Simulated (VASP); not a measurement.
Write the native input for VASP 6.6.1 that does the following.

```
Task                   : single point
Functional             : LDA
Potentials or basis    : VASP PAW LDA potentials, release 64 (Sr_sv, Bi_d, N)
Cutoff                 : 520 eV
k mesh                 : 7 × 7 × 7
Occupations            : methfessel-paxton, width 0.1 eV
Spin                   : no spin polarisation
Dipole correction      : no
Further INCAR settings : ALGO = Normal; EDIFF = 1e-06; NBANDS = 33
```

The structure of Sr3BiN lies in POSCAR:

```
Sr3BiN
1.0
    5.2349399300      0.0000000000      0.0000000000
    0.0000000000      5.2349399300      0.0000000000
    0.0000000000      0.0000000000      5.2174901302
Sr Bi N
3 1 1
Direct
    0.5000000000      0.5000000000      0.0000000000
    0.0000000000      0.5000000000      0.5000000000
    0.5000000000      0.0000000000      0.5000000000
    0.0000000000      0.0000000000      0.0000000000
    0.5000000000      0.5000000000      0.5000000000
```

These files were run (other wordings do the same):

INCAR

```
SYSTEM = Sr3BiN
ALGO = Normal
EDIFF = 1E-6
ENCUT = 520
ISIF = 2
ISMEAR = 1
LASPH = .TRUE.
LCHARG = .TRUE.
LELF = .TRUE.
LREAL = .FALSE.
LVHAR = .TRUE.
LWAVE = .FALSE.
NBANDS = 33
NELM = 100
PREC = Accurate
SIGMA = 0.1
```

KPOINTS

```
k-points
0
G
  7 7 7
  0 0 0
```

Potentials or basis: VASP PAW LDA potentials, release 64 (Sr_sv, Bi_d, N).

The run is started by

```bash
$ cat potpaw_LDA.64/Sr_sv/POTCAR potpaw_LDA.64/Bi_d/POTCAR potpaw_LDA.64/N/POTCAR > POTCAR
$ mpirun -np 1 vasp_std > vasp.out
```

It gave:

The pressure is -3.0 GPa and the band gap on the k mesh is 0.20 eV.

Caveat: spin-orbit coupling is left out, which moves the levels of the heavy elements; an odd mesh through Γ misses points on the zone boundary, where band edges can lie.

It took 110 s on 1 thread of Intel(R) Xeon(R) 6975P-C (Granite Rapids), on a shared host, peak memory 0.31 GiB.
